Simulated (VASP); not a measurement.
Input of a VASP 6.6.1 run:

The input INCAR:

```
SYSTEM = GaN
PREC = Accurate
ENCUT = 600
EDIFF = 1E-7
ISMEAR = 0
SIGMA = 0.01
LREAL = .FALSE.
LASPH = .TRUE.
NELM = 80
ALGO = Normal
ISIF = 3
LWAVE = .FALSE.
LCHARG = .FALSE.
GGA = PE
IBRION = 2
NSW = 80
EDIFFG = -0.001
PSTRESS = 120.0
```

File KPOINTS:

```
Automatic mesh
0
G
  10 10 10
  0 0 0
```

POSCAR

```
GaN
1.0
    0.0000000000      2.2742384951      2.2742384951
    2.2742384951      0.0000000000      2.2742384951
    2.2742384951      2.2742384951      0.0000000000
Ga N
1 1
Direct
    0.0000000000      0.0000000000      0.0000000000
    0.7500000000      0.7500000000      0.7500000000
```

Potentials or basis: VASP PAW PBE potentials, release 64 (Ga_d, N).

The run is started by

```sh
$ cat potpaw_PBE.64/Ga_d/POTCAR potpaw_PBE.64/N/POTCAR > POTCAR
$ mpirun -np 1 vasp_std > vasp.out
```

(1) Estimate the relaxed cell.

(2) Estimate the band gap on the k mesh.

## Answers

(1) a = 3.151 Å, b = 3.151 Å, c = 3.151 Å, α = 60.00°, β = 60.00°, γ = 60.00°.

(2) 1.95 eV, direct.

Caveat: the cell is relaxed towards a set pressure, so the enthalpy falls and the energy may rise.
